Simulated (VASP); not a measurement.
Runs of VASP 6.6.1 on LiSi2. The structure is that of space group P6_3/mmc (No. 194), or close to it. The cells are those of the table. 

```csv
task,level,cell,k mesh,smearing,k mesh for the DOS,occupations for the DOS,gap on the mesh (eV),largest force (eV/Å)
single point,r2SCAN,"a = 4.281, b = 4.281, c = 5.646 Å, angles 90.0, 90.0, 120.0°, 6 atoms",12 × 12 × 8,gaussian 0.1 eV,-,-,none,0.12
single point,PBE,"a = 4.221, b = 4.221, c = 5.458 Å, angles 90.0, 90.0, 120.0°, 6 atoms",12 × 12 × 8,gaussian 0.1 eV,-,-,none,-
single point,PBE,"a = 4.281, b = 4.281, c = 5.646 Å, angles 90.0, 90.0, 120.0°, 6 atoms",6 × 6 × 4,gaussian 0.1 eV,-,-,none,(a)
single point,PBE,"a = 4.281, b = 4.281, c = 5.646 Å, angles 90.0, 90.0, 120.0°, 6 atoms",12 × 12 × 8,gaussian 0.1 eV,-,-,none,-
single point,PBE,"a = 4.277, b = 4.277, c = 5.678 Å, angles 90.0, 90.0, 120.0°, 6 atoms",12 × 12 × 8,fermi-dirac 0.15 eV,-,-,none,-
```

Alike in all rows: potentials or basis VASP PAW PBE potentials, release 64 (Li_sv, Si); no spin polarisation; cutoff (eV) 520.

Task: Fill in the values left out.

Result: (a) 0.03.

Caveats: the PAW data sets were made with another functional, which shifts forces and pressure a little (some runs).

A gap of «none» marks levels without a gap at the run's occupations.
